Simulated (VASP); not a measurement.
# Li (R-3m) in VASP: a series of runs

The runs below take Li through electric field gradients, with PBE.

Everything below comes from runs of VASP 6.6.1. Logs are shortened: lines on timing, memory, paths and dates and some standing lists are left out, and cuts for length are marked.

### 1 The cell of the first run

Symmetry: R-3m, No. 166, trigonal system. The conventional cell has a = 3.101 Å, b = 3.101 Å, c = 22.310 Å, α = 90.00°, β = 90.00°, γ = 120.00°. Li (site symmetry -3m) has 12 Li at 3.06 to 3.10 Å within 4.0 Å. Li (site symmetry 3m) has 12 Li at 3.05 to 3.10 Å within 4.0 Å.

### 2 Electric field gradients, PBE (zz strain of -2 %)

Input file INCAR:

```
PREC = Accurate
ENCUT = 520
EDIFF = 1E-8
ISMEAR = -1
SIGMA = 0.05
LREAL = F
LASPH = T
NELM = 60
ALGO = Normal
ISIF = 2
LWAVE = F
LCHARG = F
GGA = PE
LEFG = T
NBANDS = 12
```

Input file KPOINTS:

```
Automatic mesh
0
Gamma
  12 12 12
```

Input file POSCAR:

```
Li
1.0
    1.5504989657      0.8951809952      7.4365340000
   -1.5504989657      0.8951809952      7.4365340000
    0.0000000000     -1.7903619905      7.4365340000
Li
3
Direct
    0.0000000000      0.0000000000      0.0000000000
    0.2220000000      0.2220000000      0.2220000000
    0.7780000000      0.7780000000      0.7780000000
```

Potentials or basis: VASP PAW PBE potentials, release 64 (Li_sv).

Started as:

```console
$ cat potpaw_PBE.64/Li_sv/POTCAR > POTCAR
$ mpirun -np 1 vasp_std > vasp.out
```

OUTCAR:

```text
PREC = Accurate
   ENCUT = 520
   EDIFF = 1E-8
   ISMEAR = -1
   LREAL = F
   LASPH = T
   NELM = 60
   ISIF = 2
   GGA = PE

 ion  position               nearest neighbor table
   1  0.000  0.000  0.000-
   2  0.222  0.222  0.222-
   3  0.778  0.778  0.778-

  LATTYP: Found a trigonal (rhomboedric) cell.
 ALAT       =     7.6490152301
 COS(alpha) =     0.9178208006

  Lattice vectors:

 A1 = (   1.5504989657,   0.8951809952,   7.4365340000)
 A2 = (  -1.5504989657,   0.8951809952,   7.4365340000)
 A3 = (   0.0000000000,  -1.7903619905,   7.4365340000)

Analysis of symmetry for initial positions (statically):
=====================================================================
 Subroutine PRICEL returns:
 Original cell was already a primitive cell.

 Routine SETGRP: Setting up the symmetry group for a
 trigonal (rhombohedral) supercell.

 Subroutine GETGRP returns: Found 12 space group operations
 (whereof 12 operations were pure point group operations)
 out of a pool of 12 trial point group operations.

The static configuration has the point symmetry D_3d.

Analysis of symmetry for dynamics (positions and initial velocities):
=====================================================================
 Subroutine PRICEL returns:
 Original cell was already a primitive cell.

 Routine SETGRP: Setting up the symmetry group for a
 trigonal (rhombohedral) supercell.

 Subroutine GETGRP returns: Found 12 space group operations
 (whereof 12 operations were pure point group operations)
 out of a pool of 12 trial point group operations.

The dynamic configuration has the point symmetry D_3d.

 Subroutine INISYM returns: Found 12 space group operations
 (whereof 12 operations are pure point group operations),
 and found     1 'primitive' translations

----------------------------------------------------------------------------------------

                                     Primitive cell

  volume of cell :      61.9304

  direct lattice vectors                    reciprocal lattice vectors
     1.550498966  0.895180995  7.436534000     0.322476836  0.186182088  0.044823749
    -1.550498966  0.895180995  7.436534000    -0.322476836  0.186182088  0.044823749
     0.000000000 -1.790361990  7.436534000     0.000000000 -0.372364176  0.044823749

  length of vectors
     7.649015230  7.649015230  7.649015230     0.375052327  0.375052327  0.375052327

  position of ions in fractional coordinates (direct lattice)
     0.000000000  0.000000000  0.000000000
     0.222000000  0.222000000  0.222000000
     0.778000000  0.778000000  0.778000000

  ion indices of the primitive-cell ions
   primitive index   ion index
                 1           1
                 2           2
                 3           3

----------------------------------------------------------------------------------------

 KPOINTS: Automatic mesh

Automatic generation of k-mesh.
 Grid dimensions read from file:
 generate k-points for:   12   12   12

 Generating k-lattice:

  Cartesian coordinates                     Fractional coordinates (reciprocal lattice)
     0.026873070  0.015515174  0.003735312     0.083333333 -0.000000000  0.000000000
    -0.026873070  0.015515174  0.003735312    -0.000000000  0.083333333  0.000000000
     0.000000000 -0.031030348  0.003735312     0.000000000  0.000000000  0.083333333

  Length of vectors
     0.031254361  0.031254361  0.031254361

  Shift w.r.t. Gamma in fractional coordinates (k-lattice)
     0.000000000  0.000000000  0.000000000

 Subroutine IBZKPT returns following result:
 ===========================================

 Found    189 irreducible k-points:

[... 37 lines left out ...]
   ISTART =      0    job   : 0-new  1-cont  2-samecut
   ICHARG =      2    charge: 1-file 2-atom 10-const
   ISPIN  =      1    spin polarized calculation?
   LNONCOLLINEAR =      F non collinear calculations
   LSORBIT =      F    spin-orbit coupling
   LASPH  =      T    aspherical Exc in radial PAW
   ENCUT  =  520.0 eV  38.22 Ry    6.18 a.u.  14.22 14.22 14.22*2*pi/ulx,y,z
   NELM   =     60;   NELMIN=  2; NELMDL= -5     # of ELM steps
   EDIFF  = 0.1E-07   stopping-criterion for ELM
   LREAL  =      F    real-space projection
   EDIFFG = 0.1E-06   stopping-criterion for IOM
   NSW    =      0    number of steps for IOM
   IBRION =     -1    ionic relax: 0-MD 1-quasi-New 2-CG
   NFREE  =      0    steps in history (QN), initial steepest desc. (CG)
   ISIF   =      2    stress and relaxation
   ISYM   =      2    0-nonsym 1-usesym 2-fastsym
   POTIM  = 0.5000    time-step for ionic-motion
   TEBEG  =    0.0;   TEEND  =   0.0 temperature during run
   PSTRESS=    0.0 pullay stress
   NELECT =       9.0000    total number of electrons
   NUPDOWN=      -1.0000    fix difference up-down
   EMIN   =  10.00;   EMAX   =-10.00  energy-range for DOS
   EFERMI =   0.00;   METHOD = LEGACY
   ISMEAR =    -1;   SIGMA  =   0.05  broadening in eV -4-tet -1-fermi 0-gaus
   EFERMI_NEDOS =   21; number of points for ismear=-14 and -15
   IALGO  =     38    algorithm
   IMIX   =      4    mixing-type and parameters
     AMIX     =   0.40;   BMIX     =  1.00
     AMIX_MAG =   1.60;   BMIX_MAG =  1.00
  volume/ion in A,a.u.               =      20.64       139.31
  Fermi-wavevector in a.u.,A,eV,Ry     =   0.860705  1.626496 10.079372  0.740813
  Thomas-Fermi vector in A             =   1.978249
   LORBIT       =      0    0 simple, 1 ext, 2 COOP (PROOUT), +10 PAW based schemes
   GGA     = PE    functional components
   LHFCALC =     F    Hartree Fock is set to
   AEXX    =    0.0000 exact exchange contribution
   IVDW    =     0    specifies the selected vdW correction
   LEPSILON=     F    determine dielectric tensor
   LRPA    =     F    only Hartree local field effects (RPA)
 non-spin polarized calculation
  energy-cutoff  :      520.00
  volume of cell :       61.93
 maximum number of plane-waves:      1684
 NGX is ok and might be reduce to    60
   NGX = 29   NGY = 29   NGZ = 29

 number of electron       9.0000005 magnetization

 Free energy of the ion-electron system (eV)
  ---------------------------------------------------
  ext. energy  EPLUGINS =         0.00000000
  ---------------------------------------------------
  free energy    TOTEN  =        -5.72742508 eV

  energy without entropy =       -5.71722403  energy(sigma->0) =       -5.72232455

 E-fermi :   0.5529     XC(G=0):  -6.9999

 val. band max:        0.5467485935   @ k =  -0.2500   0.3333   0.2500
 cond. band min:       0.5582585471   @ k =  -0.1667   0.1667   0.1667
 fundamental gap:      0.0115099536
 Fermi energy:         0.5529389312

 k-point     1 :       0.0000    0.0000    0.0000
  band No.  band energies     occupation
      1     -45.9881      2.00000
      2     -45.9744      2.00000
      3     -45.9692      2.00000
      4      -2.9621      2.00000
      5      -0.9570      2.00000
      6      -0.9565      2.00000
      7       6.4344      0.00000
      8       6.4602      0.00000
      9      12.9919      0.00000
     10      12.9919      0.00000
     11      13.1409      0.00000
     12      13.1409      0.00000
[... 331 lines left out ...]
 k-point    24 :      -0.4167    0.1667   -0.0000
  band No.  band energies     occupation
      1     -45.9735      2.00000
      2     -45.9639      2.00000
      3     -45.9619      2.00000
      4       0.8940      0.00218
      5       1.6880      0.00000
      6       1.9975      0.00000
      7       4.1429      0.00000
      8       4.4100      0.00000
      9       5.0191      0.00000
     10       6.8496      0.00000
     11       7.3722      0.00000
     12       9.2118      0.00000

 [... further k-points ...]

------------------------ aborting loop because EDIFF is reached ----------------------------------------

  FORCE on cell =-STRESS in cart. coord.  units (eV):
  Direction    XX          YY          ZZ          XY          YZ          ZX
  --------------------------------------------------------------------------------------
  -------------------------------------------------------------------------------------
  Total       -0.1590653     -0.1590653     -0.0778955      0.0000000      0.0000000      0.0000000
  in kB       -4.1151129     -4.1151129     -2.0152018      0.0000000      0.0000000      0.0000000
  external PRESSURE =      -3.4151426 kB  Pullay stress =       0.0000000 kB

 VOLUME and BASIS-vectors are now :
 -----------------------------------------------------------------------------
  energy-cutoff  :      520.00
  volume of cell :       61.93
      direct lattice vectors                 reciprocal lattice vectors
     1.550498966  0.895180995  7.436534000     0.322476836  0.186182088  0.044823749
    -1.550498966  0.895180995  7.436534000    -0.322476836  0.186182088  0.044823749
     0.000000000 -1.790361990  7.436534000     0.000000000 -0.372364176  0.044823749

 POSITION                                       TOTAL-FORCE (eV/Angst)
 -----------------------------------------------------------------------------------
      0.00000      0.00000      0.00000         0.000000      0.000000      0.000000
      0.00000     -0.00000      4.95273         0.000000     -0.000000      0.009655
      0.00000     -0.00000     17.35687         0.000000      0.000000     -0.009655
 -----------------------------------------------------------------------------------
    total drift:                               -0.000000     -0.000000      0.000000

  FREE ENERGIE OF THE ION-ELECTRON SYSTEM (eV)
  ---------------------------------------------------
  free  energy   TOTEN  =        -5.7274250802 eV

  energy  without entropy=       -5.7172240280  energy(sigma->0) =       -5.72232455

 Electric field gradients (V/A^2)
---------------------------------------------------------------------
 ion       V_xx      V_yy      V_zz      V_xy      V_xz      V_yz
---------------------------------------------------------------------
   1      -0.069    -0.069     0.138    -0.000    -0.000     0.000
   2      -0.080    -0.080     0.159     0.000     0.000     0.000
   3      -0.080    -0.080     0.159    -0.000    -0.000     0.000
---------------------------------------------------------------------

 Electric field gradients after diagonalization (V/A^2)
 (convention: |V_zz| > |V_xx| > |V_yy|)
----------------------------------------------------------------------
 ion       V_xx      V_yy      V_zz     asymmetry (V_yy - V_xx)/ V_zz
----------------------------------------------------------------------
   1      -0.069    -0.069     0.138       0.000
   2      -0.080    -0.080     0.159       0.000
   3      -0.080    -0.080     0.159       0.000
----------------------------------------------------------------------

           NMR quadrupolar parameters

 Cq : quadrupolar parameter    Cq=e*Q*V_zz/h
 eta: asymmetry parameters     (V_yy - V_xx)/ V_zz
 Q  : nuclear electric quadrupole moment in mb (millibarn)
----------------------------------------------------------------------
 ion       Cq(MHz)       eta       Q (mb)
----------------------------------------------------------------------
   1       0.000       0.000       1.000
   2       0.000       0.000       1.000
   3       0.000       0.000       1.000
----------------------------------------------------------------------
```

Wall time 12 min (1 thread of AMD EPYC 7R13 (Zen 3), shared host); peak memory 0.47 GiB.

What came out:

```
Free energy                             : -5.7274 eV
Largest force                           : 0.010 eV/Å
Band gap on the k mesh                  : zero (an odd number of electrons rules out a gap without spin polarisation)
Largest electric field gradient by atom : Li +0.14, +0.16 (each value once) V/Å²
```

Forces in eV/Å, atoms in the order of the input:
```
Li   0.000  0.000  0.000
Li   0.000  0.000  0.010
Li   0.000  0.000 -0.010
```

Levels at points of the mesh, in eV from the Fermi level:
| k point | band 2 | band 3 | band 4 | band 5 | band 6 | band 7 | band 8 | band 9 |
| --- | --- | --- | --- | --- | --- | --- | --- | --- |
| (0.00, 0.00, 0.00) | -46.53 | -46.52 | -3.52 | -1.51 | -1.51 | 5.88 | 5.91 | 12.44 |
| (0.50, 0.00, 0.00) | -46.52 | -46.52 | -0.08 | 0.80 | 1.04 | 3.68 | 3.82 | 4.45 |
| (0.50, 0.50, 0.00) | -46.52 | -46.51 | 0.22 | 0.32 | 1.14 | 3.15 | 4.41 | 5.51 |
| (0.50, 0.50, 0.50) | -46.53 | -46.52 | -3.01 | -3.01 | 0.13 | 3.05 | 10.77 | 10.82 |

Caveat: the cell differs from its parent crystal (zz strain of -2 %); the cutoff is under 1.25 times the usual one of these potentials, so pressure, stress and relaxed cells hold a basis-set (Pulay) error; without QUAD_EFG the Cq values of the log hold for a quadrupole moment of 1 mb, not for the nuclei.

### 3 Electric field gradients, PBE (zz strain of +1 %)

Input file INCAR:

```
SYSTEM = Li
PREC = Accurate
ENCUT = 520
EDIFF = 1E-8
ISMEAR = -1
SIGMA = 0.05
LREAL = .FALSE.
LASPH = .TRUE.
NELM = 100
ALGO = Normal
ISIF = 2
LWAVE = .FALSE.
LCHARG = .FALSE.
GGA = PE
LEFG = .TRUE.
NBANDS = 12
```

Input file KPOINTS:

```
Automatic mesh
0
G
  12 12 12
  0 0 0
```

Input file POSCAR:

```
Li
1.0
    1.5504989657      0.8951809952      7.6641830000
   -1.5504989657      0.8951809952      7.6641830000
    0.0000000000     -1.7903619905      7.6641830000
Li
3
Direct
    0.0000000000      0.0000000000      0.0000000000
    0.2220000000      0.2220000000      0.2220000000
    0.7780000000      0.7780000000      0.7780000000
```

Potentials or basis: VASP PAW PBE potentials, release 64 (Li_sv).

Started as:

```console
$ cat potpaw_PBE.64/Li_sv/POTCAR > POTCAR
$ mpirun -np 1 vasp_std > vasp.out
```

OUTCAR:

```text
SYSTEM = Li
   PREC = Accurate
   ENCUT = 520
   EDIFF = 1E-8
   ISMEAR = -1
   LREAL = .FALSE.
   LASPH = .TRUE.
   NELM = 100
   ISIF = 2
   GGA = PE

 ion  position               nearest neighbor table
   1  0.000  0.000  0.000-
   2  0.222  0.222  0.222-
   3  0.778  0.778  0.778-

  LATTYP: Found a trigonal (rhomboedric) cell.
 ALAT       =     7.8705207651
 COS(alpha) =     0.9223813617

  Lattice vectors:

 A1 = (   1.5504989657,   0.8951809952,   7.6641830000)
 A2 = (  -1.5504989657,   0.8951809952,   7.6641830000)
[... 577 lines left out ...]
  energy  without entropy=       -5.7092365455  energy(sigma->0) =       -5.71516875

 Electric field gradients (V/A^2)
---------------------------------------------------------------------
 ion       V_xx      V_yy      V_zz      V_xy      V_xz      V_yz
---------------------------------------------------------------------
   1      -0.013    -0.013     0.026    -0.000    -0.000     0.000
   2      -0.018    -0.018     0.036     0.000    -0.000     0.000
   3      -0.018    -0.018     0.036    -0.000    -0.000     0.000
---------------------------------------------------------------------

 Electric field gradients after diagonalization (V/A^2)
 (convention: |V_zz| > |V_xx| > |V_yy|)
----------------------------------------------------------------------
 ion       V_xx      V_yy      V_zz     asymmetry (V_yy - V_xx)/ V_zz
----------------------------------------------------------------------
   1      -0.013    -0.013     0.026       0.000
   2      -0.018    -0.018     0.036       0.000
   3      -0.018    -0.018     0.036       0.000
----------------------------------------------------------------------

           NMR quadrupolar parameters

 Cq : quadrupolar parameter    Cq=e*Q*V_zz/h
 eta: asymmetry parameters     (V_yy - V_xx)/ V_zz
 Q  : nuclear electric quadrupole moment in mb (millibarn)
----------------------------------------------------------------------
 ion       Cq(MHz)       eta       Q (mb)
----------------------------------------------------------------------
   1       0.000       0.000       1.000
   2       0.000       0.000       1.000
   3       0.000       0.000       1.000
----------------------------------------------------------------------
```

It took 11 min on 1 thread of AMD EPYC 7R13 (Zen 3), shared host; peak memory 0.47 GiB.

Results:

```
Free energy                             : -5.7211 eV
Largest force                           : 0.009 eV/Å
Band gap on the k mesh                  : zero (an odd number of electrons rules out a gap without spin polarisation)
Largest electric field gradient by atom : zero within the noise of the run
```

Forces on the atoms (eV/Å):
```
Li   0.000  0.000  0.000
Li   0.000  0.000  0.009
Li   0.000  0.000 -0.009
```

Levels at points of the mesh, in eV from the Fermi level:
```csv
k point,band 3,band 4,band 5,band 6,band 7,band 8
"(0.00, 0.00, 0.00)",-46.58,-3.47,-1.57,-1.57,5.39,5.41
"(0.50, 0.00, 0.00)",-46.57,-0.01,0.83,1.05,3.62,3.74
"(0.50, 0.50, 0.00)",-46.57,0.27,0.36,1.16,3.12,4.29
"(0.50, 0.50, 0.50)",-46.57,-3.00,-2.99,-0.02,2.72,10.01
```

Caveat: the cell differs from its parent crystal (zz strain of +1 %); the cutoff is under 1.25 times the usual one of these potentials, so pressure, stress and relaxed cells hold a basis-set (Pulay) error.
